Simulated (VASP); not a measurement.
Cs, 3 atoms in the cell. The cell holds a slab with vacuum, 3 atoms: a = 8.580 Å, b = 5.254 Å, c = 16.954 Å, α = 90.00°, β = 90.00°, γ = 90.00°. 

- Program: VASP 6.6.1
- Task: single point
- Functional: PBE
- Potentials or basis: VASP PAW PBE potentials, release 64 (Cs_sv)
- Cutoff: 520 eV
- k mesh: 2 × 3 × 1
- Occupations: methfessel-paxton, width 0.1 eV
- Spin: no spin polarisation
- Dipole correction: yes
- Further INCAR settings: ALGO = Normal; EDIFF = 1e-06; NBANDS = 20

Potentials or basis: VASP PAW PBE potentials, release 64 (Cs_sv).

Launch:

```sh
$ cat potpaw_PBE.64/Cs_sv/POTCAR > POTCAR
$ mpirun -np 1 vasp_std > vasp.out
```

Hardware: 1 thread of Intel(R) Xeon(R) Platinum 8375C CPU @ 2.90GHz (Ice Lake) (shared host).

**Question.** Estimate the wall time of this run.

**Answer.** Run time: 2.1 min on 1 thread of Intel(R) Xeon(R) Platinum 8375C CPU @ 2.90GHz (Ice Lake), on a shared host, peak memory 0.61 GiB. Counts: scf iterations 17, k points 4.
